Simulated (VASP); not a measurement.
# Bi (Fm-3m) in VASP: notebook, part 2 of 3

VASP 6.6.1.

## 3. Single point, PBEsol (31.45 Å³/atom)

This run uses another cell than the first one, of 31.45 Å³/atom.

Contents of INCAR:

```
PREC = Accurate ; ENCUT = 520
EDIFF = 1E-7 ; ISMEAR = -1
SIGMA = 0.1 ; LREAL = False
LASPH = True ; NELM = 80
ALGO = Normal ; ISIF = 2
LWAVE = False ; LCHARG = True
GGA = PS ; LELF = True
LVHAR = True ; NBANDS = 14
```

Contents of KPOINTS:

```
Automatic mesh
0
Gamma
  12 12 12
```

Contents of POSCAR:

```
Bi
1.0
    0.0000000000      2.5052763211      2.5052763211
    2.5052763211      0.0000000000      2.5052763211
    2.5052763211      2.5052763211      0.0000000000
Bi
1
Direct
    0.0000000000      0.0000000000      0.0000000000
```

Potentials or basis: VASP PAW PBE potentials, release 64 (Bi_d).

Command:

```console
cat potpaw_PBE.64/Bi_d/POTCAR > POTCAR
mpirun -np 1 vasp_std > vasp.out
```

OUTCAR:

```text
PREC = Accurate
   ENCUT = 520
   EDIFF = 1E-7
   ISMEAR = -1
   LREAL = False
   LASPH = True
   NELM = 80
   ISIF = 2
   GGA = PS

 ion  position               nearest neighbor table
   1  0.000  0.000  0.000-

  LATTYP: Found a face centered cubic cell.
 ALAT       =     5.0105526422

  Lattice vectors:

 A1 = (   0.0000000000,   2.5052763211,   2.5052763211)
 A2 = (   2.5052763211,   0.0000000000,   2.5052763211)
[... 576 lines left out ...]
      4     -15.1899      2.00000
      5     -15.1758      2.00000
      6      -2.7855      2.00000
      7       3.0167      2.00000
      8       8.0577      0.07546
      9      10.3426      0.00000
     10      14.3556      0.00000
     11      17.6621      0.00000
     12      18.7441      0.00000
     13      21.3050      0.00000
     14      22.3881      0.00000

 [... further k-points ...]
[... 5 lines left out ...]
  --------------------------------------------------------------------------------------
  -------------------------------------------------------------------------------------
  Total       -0.4688766     -0.4688766     -0.4688766      0.0000000     -0.0000000      0.0000000
  in kB      -23.8875830    -23.8875830    -23.8875830      0.0000000     -0.0000000      0.0000000
  external PRESSURE =     -23.8875830 kB  Pullay stress =       0.0000000 kB

 VOLUME and BASIS-vectors are now :
 -----------------------------------------------------------------------------
  energy-cutoff  :      520.00
  volume of cell :       31.45
      direct lattice vectors                 reciprocal lattice vectors
     0.000000000  2.505276321  2.505276321    -0.199578783  0.199578783  0.199578783
     2.505276321  0.000000000  2.505276321     0.199578783 -0.199578783  0.199578783
     2.505276321  2.505276321  0.000000000     0.199578783  0.199578783 -0.199578783

 POSITION                                       TOTAL-FORCE (eV/Angst)
 -----------------------------------------------------------------------------------
      0.00000      0.00000      0.00000        -0.000000      0.000000      0.000000
 -----------------------------------------------------------------------------------
    total drift:                               -0.000000     -0.000000     -0.000000

  FREE ENERGIE OF THE ION-ELECTRON SYSTEM (eV)
  ---------------------------------------------------
  free  energy   TOTEN  =        -4.1689251922 eV

  energy  without entropy=       -4.1464191178  energy(sigma->0) =       -4.15767216
```

stdout:

```text
POSCAR found type information on POSCAR Bi
 POSCAR found :  1 types and       1 ions
 scaLAPACK will be used
 -----------------------------------------------------------------------------
|                                                                             |
|                                                                             |
|     You enforced a specific xc type in the INCAR file but a different       |
|     I HOPE YOU KNOW WHAT YOU ARE DOING!                                     |
|                                                                             |
 -----------------------------------------------------------------------------

 LDA part: xc-table for (Slater+PW92), standard interpolation
 POSCAR, INCAR and KPOINTS ok, starting setup
 FFT: planning ... GRIDC
 FFT: planning ... GRID_SOFT
 FFT: planning ... GRID
 WAVECAR not read
 entering main loop
```

Run time: 46 s. Hardware: 1 thread of Intel Xeon 8259CL, shared host; peak memory 0.17 GiB.

Results:

```
Free energy            : -4.1689 eV
Pressure               : -2.4 GPa
Band gap on the k mesh : zero (an odd number of electrons rules out a gap without spin polarisation)
```

Caveat: the PAW data sets were made with another functional, which shifts forces and pressure a little; spin-orbit coupling is left out, which moves the levels of the heavy elements.

## 4. Single point, PBEsol (32.66 Å³/atom)

This run uses another cell than the first one, of 32.66 Å³/atom.

Contents of INCAR:

```
  PREC = Accurate
  ENCUT = 520
  EDIFF = 1E-7
  ISMEAR = -1
  SIGMA = 0.1
  LREAL = False
  LASPH = True
  NELM = 60
  ALGO = Normal
  ISIF = 2
  LWAVE = False
  LCHARG = True
  GGA = PS
  LELF = True
  LVHAR = True
  NBANDS = 14
```

KPOINTS is that of step 3.

Contents of POSCAR:

```
Bi
1.0
    0.0000000000      2.5369920464      2.5369920464
    2.5369920464      0.0000000000      2.5369920464
    2.5369920464      2.5369920464      0.0000000000
Bi
1
Direct
    0.0000000000      0.0000000000      0.0000000000
```

Command:

```console
cat potpaw_PBE.64/Bi_d/POTCAR > POTCAR
mpirun -np 1 vasp_std > vasp.out
```

Wall time 44 s (1 thread of Intel Xeon 8259CL, shared host); peak memory 0.17 GiB.

It converged, with:

```yaml
Free_energy: -4.1451 eV
Pressure: -4.1 GPa
Band_gap_on_the_k_mesh: zero (an odd number of electrons rules out a gap without spin polarisation)
```

Levels at points of the mesh, in eV from the Fermi level:
```
           k point  band 4  band 5  band 6  band 7  band 8  band 9  band 10  band 11
(0.00, 0.00, 0.00)  -22.96  -22.96  -13.33    4.59    4.59    4.59     8.23     9.06
(0.50, 0.00, 0.00)  -22.90  -22.90  -10.72   -5.06    3.12    3.12     7.02     8.57
(0.50, 0.50, 0.00)  -22.88  -22.88   -9.73   -4.29    0.31    0.31     3.96     5.17
```

Caveat: the cell stands under tension; the PAW data sets were made with another functional, which shifts forces and pressure a little; spin-orbit coupling is left out, which moves the levels of the heavy elements.

## 5. Single point, PBEsol (33.87 Å³/atom)

This run uses another cell than the first one, of 33.87 Å³/atom.

Contents of INCAR:

```
SYSTEM = Bi
ALGO = Normal
EDIFF = 1E-6
ENCUT = 520
GGA = PS
ISIF = 2
ISMEAR = -1
LASPH = .TRUE.
LCHARG = .FALSE.
LREAL = .FALSE.
LWAVE = .FALSE.
NBANDS = 14
NELM = 80
PREC = Accurate
SIGMA = 0.1
```

Contents of KPOINTS:

```
k-points
0
G
  12 12 12
  0 0 0
```

Contents of POSCAR:

```
Bi
1.0
    0.0000000000      2.5679340233      2.5679340233
    2.5679340233      0.0000000000      2.5679340233
    2.5679340233      2.5679340233      0.0000000000
Bi
1
Direct
    0.0000000000      0.0000000000      0.0000000000
```

Potentials or basis: VASP PAW PBE potentials, release 64 (Bi_d).

Command:

```console
cat potpaw_PBE.64/Bi_d/POTCAR > POTCAR
mpirun -np 1 vasp_std > vasp.out
```

OUTCAR:

```text
SYSTEM = Bi
   EDIFF = 1E-6
   ENCUT = 520
   GGA = PS
   ISIF = 2
   ISMEAR = -1
   LASPH = .TRUE.
   LREAL = .FALSE.
   NELM = 80
   PREC = Accurate

 ion  position               nearest neighbor table
   1  0.000  0.000  0.000-

  LATTYP: Found a face centered cubic cell.
 ALAT       =     5.1358680466

  Lattice vectors:

 A1 = (   0.0000000000,   2.5679340233,   2.5679340233)
 A2 = (   2.5679340233,   0.0000000000,   2.5679340233)
 A3 = (   2.5679340233,   2.5679340233,   0.0000000000)

Analysis of symmetry for initial positions (statically):
=====================================================================
 Subroutine PRICEL returns:
 Original cell was already a primitive cell.

 Routine SETGRP: Setting up the symmetry group for a
 face centered cubic supercell.

 Subroutine GETGRP returns: Found 48 space group operations
 (whereof 48 operations were pure point group operations)
 out of a pool of 48 trial point group operations.

The static configuration has the point symmetry O_h .

Analysis of symmetry for dynamics (positions and initial velocities):
=====================================================================
 Subroutine PRICEL returns:
 Original cell was already a primitive cell.

 Routine SETGRP: Setting up the symmetry group for a
 face centered cubic supercell.

 Subroutine GETGRP returns: Found 48 space group operations
 (whereof 48 operations were pure point group operations)
 out of a pool of 48 trial point group operations.

The dynamic configuration has the point symmetry O_h .

 Subroutine INISYM returns: Found 48 space group operations
 (whereof 48 operations are pure point group operations),
 and found     1 'primitive' translations

----------------------------------------------------------------------------------------

                                     Primitive cell

  volume of cell :      33.8674

  direct lattice vectors                    reciprocal lattice vectors
     0.000000000  2.567934023  2.567934023    -0.194709052  0.194709052  0.194709052
     2.567934023  0.000000000  2.567934023     0.194709052 -0.194709052  0.194709052
     2.567934023  2.567934023  0.000000000     0.194709052  0.194709052 -0.194709052

  length of vectors
     3.631607123  3.631607123  3.631607123     0.337245971  0.337245971  0.337245971

  position of ions in fractional coordinates (direct lattice)
     0.000000000  0.000000000  0.000000000

  ion indices of the primitive-cell ions
   primitive index   ion index
                 1           1

----------------------------------------------------------------------------------------

 KPOINTS: k-points

Automatic generation of k-mesh.
 Grid dimensions read from file:
 generate k-points for:   12   12   12

 Generating k-lattice:

  Cartesian coordinates                     Fractional coordinates (reciprocal lattice)
    -0.016225754  0.016225754  0.016225754     0.083333333  0.000000000  0.000000000
     0.016225754 -0.016225754  0.016225754     0.000000000  0.083333333  0.000000000
     0.016225754  0.016225754 -0.016225754     0.000000000  0.000000000  0.083333333

  Length of vectors
     0.028103831  0.028103831  0.028103831

  Shift w.r.t. Gamma in fractional coordinates (k-lattice)
     0.000000000  0.000000000  0.000000000

 Subroutine IBZKPT returns following result:
 ===========================================

 Found     72 irreducible k-points:

 Following reciprocal coordinates:
            Coordinates               Weight
  0.000000  0.000000  0.000000      1.000000
  0.083333  0.000000  0.000000      8.000000
  0.166667  0.000000  0.000000      8.000000
  0.250000  0.000000  0.000000      8.000000
  0.333333  0.000000  0.000000      8.000000
  0.416667  0.000000  0.000000      8.000000
[... 16 lines left out ...]
  0.500000  0.166667  0.000000     24.000000
 -0.416667  0.166667  0.000000     24.000000
 [... further k-points ...]
   k-points           NKPTS =     72   k-points in BZ     NKDIM =     72   number of bands    NBANDS=     14
   number of dos      NEDOS =    301   number of ions     NIONS =      1
   total plane-waves  NPLWV =  21952
   dimension x,y,z NGX =    28 NGY =   28 NGZ =   28
   dimension x,y,z NGXF=    56 NGYF=   56 NGZF=   56
   ions per type =               1
   NGX,Y,Z   is equivalent  to a cutoff of  12.82, 12.82, 12.82 a.u.
   NGXF,Y,Z  is equivalent  to a cutoff of  25.64, 25.64, 25.64 a.u.
 SYSTEM =  Bi
   PREC   = accura    normal or accurate (medium, high low for compatibility)
   ISTART =      0    job   : 0-new  1-cont  2-samecut
   ICHARG =      2    charge: 1-file 2-atom 10-const
   ISPIN  =      1    spin polarized calculation?
   LNONCOLLINEAR =      F non collinear calculations
   LSORBIT =      F    spin-orbit coupling
   LASPH  =      T    aspherical Exc in radial PAW
   ENCUT  =  520.0 eV  38.22 Ry    6.18 a.u.   6.75  6.75  6.75*2*pi/ulx,y,z
   NELM   =     80;   NELMIN=  2; NELMDL= -5     # of ELM steps
   EDIFF  = 0.1E-05   stopping-criterion for ELM
   LREAL  =      F    real-space projection
   EDIFFG = 0.1E-04   stopping-criterion for IOM
   NSW    =      0    number of steps for IOM
   IBRION =     -1    ionic relax: 0-MD 1-quasi-New 2-CG
   NFREE  =      0    steps in history (QN), initial steepest desc. (CG)
   ISIF   =      2    stress and relaxation
   ISYM   =      2    0-nonsym 1-usesym 2-fastsym
   POTIM  = 0.5000    time-step for ionic-motion
   TEBEG  =    0.0;   TEEND  =   0.0 temperature during run
   PSTRESS=    0.0 pullay stress
   NELECT =      15.0000    total number of electrons
   NUPDOWN=      -1.0000    fix difference up-down
   EMIN   =  10.00;   EMAX   =-10.00  energy-range for DOS
   EFERMI =   0.00;   METHOD = LEGACY
   ISMEAR =    -1;   SIGMA  =   0.10  broadening in eV -4-tet -1-fermi 0-gaus
   EFERMI_NEDOS =   21; number of points for ismear=-14 and -15
   IALGO  =     38    algorithm
   IMIX   =      4    mixing-type and parameters
     AMIX     =   0.40;   BMIX     =  1.00
     AMIX_MAG =   1.60;   BMIX_MAG =  1.00
  volume/ion in A,a.u.               =      33.87       228.55
  Fermi-wavevector in a.u.,A,eV,Ry     =   1.247895  2.358180 21.187564  1.557242
  Thomas-Fermi vector in A             =   2.382006
   LORBIT       =      0    0 simple, 1 ext, 2 COOP (PROOUT), +10 PAW based schemes
   GGA     = PS    functional components
   LHFCALC =     F    Hartree Fock is set to
   AEXX    =    0.0000 exact exchange contribution
   IVDW    =     0    specifies the selected vdW correction
   LEPSILON=     F    determine dielectric tensor
   LRPA    =     F    only Hartree local field effects (RPA)
 non-spin polarized calculation
  energy-cutoff  :      520.00
  volume of cell :       33.87
 maximum number of plane-waves:       941
   NGX = 13   NGY = 13   NGZ = 13

 number of electron      14.9999999 magnetization

 Free energy of the ion-electron system (eV)
  ---------------------------------------------------
  ext. energy  EPLUGINS =         0.00000000
  ---------------------------------------------------
  free energy    TOTEN  =        -4.11006471 eV

  energy without entropy =       -4.08453867  energy(sigma->0) =       -4.09730169

 E-fermi :   6.8518     XC(G=0): -10.0450

 val. band max:        6.7600158617   @ k =  -0.2500   0.4167   0.1667
 cond. band min:       6.9064911152   @ k =   0.2500   0.1667   0.0000
 fundamental gap:      0.1464752534
 Fermi energy:         6.8517969049

 k-point     1 :       0.0000    0.0000    0.0000
  band No.  band energies     occupation
      1     -16.1518      2.00000
      2     -16.1518      2.00000
      3     -16.1518      2.00000
      4     -16.1000      2.00000
      5     -16.1000      2.00000
      6      -6.2508      2.00000
      7      11.2103      0.00000
      8      11.2103      0.00000
      9      11.2103      0.00000
     10      14.6824      0.00000
     11      15.9221      0.00000
     12      17.2002      0.00000
     13      17.2002      0.00000
     14      17.2002      0.00000
[... 375 lines left out ...]
 k-point    24 :      -0.4167    0.1667    0.0000
  band No.  band energies     occupation
      1     -16.1523      2.00000
      2     -16.1245      2.00000
      3     -16.1222      2.00000
      4     -16.0604      2.00000
      5     -16.0500      2.00000
      6      -3.5848      2.00000
      7       2.5144      2.00000
      8       7.1262      0.12090
      9       9.2300      0.00000
     10      13.3807      0.00000
     11      16.2916      0.00000
     12      17.4871      0.00000
     13      20.0222      0.00000
     14      21.0451      0.00000

 [... further k-points ...]

------------------------ aborting loop because EDIFF is reached ----------------------------------------

  FORCE on cell =-STRESS in cart. coord.  units (eV):
  Direction    XX          YY          ZZ          XY          YZ          ZX
  --------------------------------------------------------------------------------------
  -------------------------------------------------------------------------------------
  Total       -1.1309360     -1.1309360     -1.1309360     -0.0000000     -0.0000000     -0.0000000
  in kB      -53.5016303    -53.5016303    -53.5016303     -0.0000000     -0.0000000     -0.0000000
  external PRESSURE =     -53.5016303 kB  Pullay stress =       0.0000000 kB

 VOLUME and BASIS-vectors are now :
 -----------------------------------------------------------------------------
  energy-cutoff  :      520.00
  volume of cell :       33.87
      direct lattice vectors                 reciprocal lattice vectors
     0.000000000  2.567934023  2.567934023    -0.194709052  0.194709052  0.194709052
     2.567934023  0.000000000  2.567934023     0.194709052 -0.194709052  0.194709052
     2.567934023  2.567934023  0.000000000     0.194709052  0.194709052 -0.194709052

 POSITION                                       TOTAL-FORCE (eV/Angst)
 -----------------------------------------------------------------------------------
      0.00000      0.00000      0.00000         0.000000      0.000000     -0.000000
 -----------------------------------------------------------------------------------
    total drift:                               -0.000000     -0.000000     -0.000000

  FREE ENERGIE OF THE ION-ELECTRON SYSTEM (eV)
  ---------------------------------------------------
  free  energy   TOTEN  =        -4.1100647123 eV

  energy  without entropy=       -4.0845386683  energy(sigma->0) =       -4.09730169
```

Wall time 36 s (1 thread of Intel Xeon 8259CL, shared host); peak memory 0.17 GiB.

Results:

```yaml
Free_energy: -4.1101 eV
Pressure: -5.4 GPa
Band_gap_on_the_k_mesh: zero (an odd number of electrons rules out a gap without spin polarisation)
```

Caveat: the cell stands under tension; the PAW data sets were made with another functional, which shifts forces and pressure a little; spin-orbit coupling is left out, which moves the levels of the heavy elements.

(Continued in part 3 of 3.)
